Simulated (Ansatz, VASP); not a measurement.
# Cs2H in VASP and in Ansatz

The input INCAR:

```
SYSTEM = Cs2H
PREC = Accurate ; ENCUT = 600
EDIFF = 1E-6 ; ISMEAR = 0
SIGMA = 0.1 ; LREAL = .False.
LASPH = .True. ; NELM = 100
ALGO = Normal ; ISIF = 3
LWAVE = .False. ; LCHARG = .False.
GGA = PE ; IBRION = 2
NSW = 100 ; EDIFFG = -0.01
```

KPOINTS

```
Automatic mesh
0
Gamma
  9 9 10
  0 0 0
```

Contents of POSCAR:

```
Cs2H
1.0
    6.4342100018      0.0000000000      0.0000000000
   -3.2171050009      5.5721893148      0.0000000000
    0.0000000000      0.0000000000      5.3813027855
Cs H
2 1
Direct
    0.3333333333      0.6666666667      0.5000000000
    0.6666666667      0.3333333333      0.5000000000
    0.0000000000      0.0000000000      0.5000000000
```

Input for Ansatz:

```yaml
crystal:
  lattice:
    - [6.4342100018, 0.0, 0.0]
    - [-3.2171050009, 5.5721893148, 0.0]
    - [0.0, 0.0, 5.3813027855]
  atoms:
    - { symbol: Cs, position: [0.3333333333, 0.6666666667, 0.5] }
    - { symbol: Cs, position: [0.6666666667, 0.3333333333, 0.5] }
    - { symbol: H, position: [0.0, 0.0, 0.5] }
basis:
  ecutwfc: 420
kpoints:
  mp_grid: { grid: [9, 9, 10] }
hamiltonian:
  xc: pbe
scf:
  occupations: { method: gaussian, width: 0.1 }
output:
  forces: true
  stress: true
  eigenvalues: true
  write_density: true
  write_potential: true
  elf: true
  volumetric_format: npy
relax:
  adjacent_minimum: "off"
  f_tol: 0.01
  max_steps: 80
  cell: { stress_tol: 0.05 }
```

Alike in both runs: task relaxation of cell and atoms; functional PBE; k mesh 9 × 9 × 10; occupations gaussian, width 0.1 eV; no spin polarisation.

|  | VASP | Ansatz |
| --- | --- | --- |
| version | VASP 6.6.1 | Ansatz 0.2.0 |
| potentials or method | VASP PAW PBE potentials, release 64 (Cs_sv, H), cutoff 600 eV | scalar-relativistic, plane waves, PAW |
| valence electrons in the cell | 19 | 19 |

VASP gave:

* gap on the k mesh at the Fermi level, each at its own relaxed structure (eV): none
* relaxed volume (Å³/atom): 65.06
* relaxed cell length with the largest relative difference (Å): 5.356

Q: What did Ansatz give for the same quantities?

A: gap on the k mesh at the Fermi level, each at its own relaxed structure (eV): none; relaxed volume (Å³/atom): 64.55; relaxed cell length with the largest relative difference (Å): 5.337.

A gap of «none» marks a metal or a gap that the smearing closes.

Neither program's run includes spin-orbit coupling.
